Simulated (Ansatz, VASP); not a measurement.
# One calculation of Pt, two programs

File INCAR:

```
ALGO     = Fast           # electronic algorithm
EDIFF    = 1E-7           # SCF threshold, eV
ENCUT    = 520            # plane-wave cutoff, eV
GGA      = PS             # functional
ISIF     = 2              # what is computed and relaxed
ISMEAR   = 0              # smearing method
LASPH    = T              # aspherical terms in the spheres
LCHARG   = T              # write CHGCAR
LELF     = T              # ELF
LREAL    = F              # projectors in reciprocal space
LVHAR    = T            
LWAVE    = F              # write WAVECAR
NBANDS   = 11             # bands
NELM     = 100            # most SCF steps
PREC     = Accurate       # precision mode
SIGMA    = 0.1            # smearing width, eV
```

Contents of KPOINTS:

```
k-points
0
Gamma
  8 8 8
```

File POSCAR:

```
Pt
1.0
    0.0000000000      1.9609000000      1.9609000000
    1.9609000000      0.0000000000      1.9609000000
    1.9609000000      1.9609000000      0.0000000000
Pt
1
Direct
    0.0000000000      0.0000000000      0.0000000000
```

Input for Ansatz:

```yaml
crystal:
  lattice:
    - [0.0, 1.9609, 1.9609]
    - [1.9609, 0.0, 1.9609]
    - [1.9609, 1.9609, 0.0]
  atoms:
    - { symbol: Pt, position: [0.0, 0.0, 0.0] }
basis:
  ecutwfc: 420
kpoints:
  mp_grid: { grid: [8, 8, 8] }
hamiltonian:
  xc: pbesol
scf:
  occupations: { method: gaussian, width: 0.1 }
output:
  forces: true
  stress: true
  eigenvalues: true
```

Alike in both runs: task single point; functional PBEsol; k mesh 8 × 8 × 8; occupations gaussian, width 0.1 eV; no spin polarisation.

|  | VASP | Ansatz |
| --- | --- | --- |
| version | VASP 6.6.1 | Ansatz 0.2.0 |
| potentials or method | VASP PAW PBE potentials, release 64 (Pt), cutoff 520 eV | scalar-relativistic, plane waves, PAW |
| valence electrons in the cell | 10 | 18 |

|  | VASP | Ansatz | Ansatz less VASP |
| --- | --- | --- | --- |
| gap on the k mesh at the Fermi level (eV) | none | none | - |
| pressure (GPa) | -1.8 | -1.4 | +0.41 |

VASP's potentials were made for PBE, not for PBEsol. A gap of «none» marks a metal or a gap that the smearing closes. VASP's potentials hold 10 valence electrons a cell and Ansatz's 18, so a difference there can come from the potentials and not from the codes.

Spin-orbit coupling is off throughout.
